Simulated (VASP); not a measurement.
SiH7C16, 24 atoms in the cell. The cell holds a slab with vacuum, 24 atoms: a = 5.049 Å, b = 5.049 Å, c = 18.676 Å, α = 90.00°, β = 90.00°, γ = 60.00°. 

* Program: VASP 6.6.1
* Task: single point
* Functional: PBE
* Dispersion: D3(BJ)
* Potentials or basis: VASP PAW PBE potentials, release 64 (H, C, Si)
* Cutoff: 520 eV
* k mesh: 2 × 2 × 1
* Occupations: fermi-dirac, width 0.02 eV
* Spin: collinear spin
* Starting moments: [0.0, 0.0, 0.0, 0.0, 0.0, 0.0, 0.0, 0.0, 0.0, 0.0, 0.0, 0.0, 0.0, 0.0, 0.0, 0.0, 0.0, 0.0, 0.0, 0.0, 0.0, 0.0, 0.0, 1.0] μB
* Dipole correction: no
* Further INCAR settings: ALGO = Normal; EDIFF = 1e-06; NBANDS = 60; NELMDL = -8

Potentials or basis: VASP PAW PBE potentials, release 64 (H, C, Si).

The run is started by

```sh
$ cat potpaw_PBE.64/H/POTCAR potpaw_PBE.64/C/POTCAR potpaw_PBE.64/Si/POTCAR > POTCAR
$ mpirun -np 1 vasp_std > vasp.out
```

Hardware: 1 thread of Oxide Virtual Turin-like Processor, with other jobs on the host.

Q: Estimate the wall time of this run.

A: Run time: 13 min on 1 thread of Oxide Virtual Turin-like Processor, with other jobs on the host, peak memory 0.72 GiB. Counts: scf iterations 31, k points 4.
